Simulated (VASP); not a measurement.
Here is a VASP 6.6.1 calculation.

POSCAR

```
Rb
1.0
    5.3034786950      0.0000000000      0.0000000000
   -2.6517393475      4.5929472783      0.0000000000
    0.0000000000      0.0000000000      8.7731286591
Rb
2
Direct
    0.3333333333      0.6666666667      0.2500000000
    0.6666666667      0.3333333333      0.7500000000
```

The input INCAR.step1:

```
PREC = Accurate ; ENCUT = 520
ISMEAR = -1 ; SIGMA = 0.1
LREAL = False ; LASPH = True
NELM = 100 ; NBANDS = 16
GGA = PE ; ALGO = Normal
EDIFF = 1E-4 ; LWAVE = True
LCHARG = False
```

The input INCAR.step2:

```
PREC = Accurate ; ENCUT = 520
EDIFF = 1E-7 ; ISMEAR = -1
SIGMA = 0.1 ; LREAL = False
LASPH = True ; NELM = 100
ALGO = Normal ; ISIF = 2
LWAVE = False ; LCHARG = False
METAGGA = R2SCAN ; LMIXTAU = True
NBANDS = 16 ; ISTART = 1
```

The input KPOINTS:

```
regular mesh
0
Gamma
  8 8 5
```

Potentials or basis: VASP PAW PBE potentials, release 64 (Rb_sv).

Launch:

```sh
$ cat potpaw_PBE.64/Rb_sv/POTCAR > POTCAR
$ cp INCAR.step1 INCAR
$ mpirun -np 1 vasp_std > vasp.out
$ cp INCAR.step2 INCAR
$ mpirun -np 1 vasp_std > vasp.out
```

(1) What does it give for the pressure?

(2) What does it give for the band gap on the k mesh?

Results:

(1) -0.2 GPa.

(2) zero (bands 9 and 10 overlap by 1.79 eV).

Caveat: the PAW data sets were made with another functional, which shifts forces and pressure a little.
